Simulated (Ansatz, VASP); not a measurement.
**TiSi2: VASP beside Ansatz**

The input INCAR:

```
SYSTEM = TiSi2
PREC = Accurate ; ENCUT = 520
EDIFF = 1E-6 ; ISMEAR = 0
SIGMA = 0.15 ; LREAL = .FALSE.
LASPH = .TRUE. ; NELM = 60
ALGO = Normal ; ISIF = 2
LWAVE = .FALSE. ; LCHARG = .FALSE.
GGA = PS ; NBANDS = 17
```

File KPOINTS:

```
regular mesh
0
G
  18 18 18
  0 0 0
```

The input POSCAR:

```
TiSi2
1.0
   -1.4863302004      1.7164617857      4.2217888096
    1.4863302004     -1.7164617857      4.2217888096
    1.4863302004      1.7164617857     -4.2217888096
Ti Si
1 2
Direct
    0.0000000000      0.0000000000      0.0000000000
    0.3213883304      0.3213883304      0.0000000000
    0.6786116696      0.6786116696      0.0000000000
```

Input for Ansatz:

```yaml
crystal:
  lattice:
    - [-1.4863302004, 1.7164617857, 4.2217888096]
    - [1.4863302004, -1.7164617857, 4.2217888096]
    - [1.4863302004, 1.7164617857, -4.2217888096]
  atoms:
    - { symbol: Ti, position: [0.0, 0.0, 0.0] }
    - { symbol: Si, position: [0.3213883304, 0.3213883304, 0.0] }
    - { symbol: Si, position: [0.6786116696, 0.6786116696, 0.0] }
basis:
  ecutwfc: 520.0
kpoints:
  mp_grid: { grid: [18, 18, 18] }
hamiltonian:
  xc: pbesol
  pseudopotentials: { kind: paw, azcp: { folder: soft_1 } }
scf:
  occupations: { method: gaussian, width: 0.15 }
output:
  forces: true
  stress: true
  eigenvalues: true
```

Alike in both runs: task single point; functional PBEsol; k mesh 18 × 18 × 18; occupations gaussian, width 0.15 eV; no spin polarisation.

|  | VASP | Ansatz |
| --- | --- | --- |
| version | VASP 6.6.1 | Ansatz 0.2.0 |
| potentials or method | VASP PAW PBE potentials, release 64 (Ti_sv, Si), cutoff 520 eV | scalar-relativistic, plane waves, PAW |
| valence electrons in the cell | 20 | 20 |

```tsv
	VASP	Ansatz	Ansatz less VASP
gap on the k mesh at the Fermi level (eV)	none	none	-
pressure (GPa)	-5.0	-5.1	-0.14
traceless stress, the component that is largest in VASP (GPa)	-1.96	-1.97	-0.011
rms of the force components (eV/Å)	0.310	0.310	-0.0007
```

VASP's potentials were made for PBE, not for PBEsol, and Ansatz warns of the same on its side. Atom by atom the forces differ by 0.001 eV/Å (rms over components). A gap of «none» marks a metal or a gap that the smearing closes. With one functional, cell and mesh, what is left measures potentials, basis and numerics.
